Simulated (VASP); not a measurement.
Sr7MgO8 (a cell with a defect): single point with PBEsol+D3(BJ)

Sr7MgO8 (a cell with a defect):

```xyz
16
Lattice="0.0000 5.1227 5.1227 5.1227 0.0000 5.1227 5.1227 5.1227 0.0000" Properties=species:S:1:pos:R:3 pbc="T T T"
O     2.6005    5.1438    5.1374
O     7.6336    5.1344    5.1434
O     5.1274    2.5420    5.1308
O     5.1434    7.6581    5.0811
O     5.1419    5.1428    2.5621
O     5.1347    5.1318    7.6938
O     2.5810    2.5610    2.5227
O     7.6213    7.6838    7.7160
Sr    5.1167   10.2312    5.1296
Sr    7.6599    7.6560   10.2069
Sr    2.5701    2.5894    5.1566
Sr    7.6786    5.1125    2.5911
Sr    2.5664    5.0846    2.5769
Sr    5.1244    2.5678    7.6598
Sr    5.1439    7.6918    7.6733
Mg    5.1330    5.0890    5.1275
```

```json
{
  "Program": "VASP 6.6.1",
  "Task": "single point",
  "Functional": "PBEsol",
  "Dispersion": "D3(BJ)",
  "Potentials or basis": "VASP PAW PBE potentials, release 64 (O, Sr_sv, Mg)",
  "Cutoff": "520 eV",
  "k mesh": "2 × 2 × 2, shifted",
  "Occupations": "fermi-dirac, width 0.05 eV",
  "Spin": "collinear spin",
  "Starting moments": "[0.125, 0.125, 0.125, 0.125, 0.125, 0.125, 0.125, 0.125, 0.125, 0.125, 0.125, 0.125, 0.125, 0.125, 0.125, 0.125] μB",
  "Dipole correction": "no",
  "Mended": "yes",
  "Further INCAR settings": "LREAL = Auto; ALGO = Normal; EDIFF = 1e-06; NBANDS = 78; ISYM = -1"
}
```

- Pressure: -5.8 GPa
- Largest force: 0.667 eV/Å
- Band gap on the k mesh: 3.80 eV
- Net moment: 0.00 μB per cell
- Valence electrons inside the program's atomic spheres: O 4.93, 4.94, 4.95, 4.96 (each value once); Sr 8.05, 8.07, 8.06 (each value once); Mg 0.22
- Dispersion energy per atom: -0.246 eV

Forces in eV/Å, atoms in the order of the input:
```
O    0.467 -0.260 -0.018
O   -0.439 -0.072 -0.046
O   -0.110  0.655 -0.069
O   -0.048 -0.327  0.141
O   -0.102 -0.148  0.490
O   -0.061 -0.133 -0.505
O   -0.108  0.019  0.220
O    0.344  0.029 -0.243
Sr  -0.048  0.001 -0.050
Sr   0.280  0.076  0.332
Sr  -0.121 -0.275 -0.234
Sr   0.059  0.313 -0.046
Sr  -0.018  0.129 -0.139
Sr   0.106 -0.103  0.244
Sr  -0.311 -0.201 -0.083
Mg   0.112  0.297  0.007
```

Stress tensor (GPa, compression positive):
```
-6.02 -0.06 -0.02
-0.06 -5.74  0.02
-0.02  0.02 -5.59
```

Levels at points of the mesh, in eV from the valence-band top:
Spin up:
```
           k point  band 57  band 58  band 59  band 60  band 61  band 62  band 63  band 64
(0.25, 0.25, 0.25)    -0.11    -0.09    -0.01     0.00     3.80     4.07     4.09     4.10
```
Spin down:
| k point | band 56 | band 57 | band 58 | band 59 | band 60 | band 61 | band 62 | band 63 | band 64 | band 65 |
| --- | --- | --- | --- | --- | --- | --- | --- | --- | --- | --- |
| (0.25, 0.25, 0.25) | -0.13 | -0.11 | -0.09 | -0.01 | 0.00 | 3.80 | 4.07 | 4.09 | 4.10 | 6.14 |

Wall time 2.9 min on 1 thread of Intel(R) Xeon(R) 6975P-C (Granite Rapids), on a shared host, peak memory 0.56 GiB.

Caveat: three body term missing; the PAW data sets were made with another functional, which shifts forces and pressure a little.
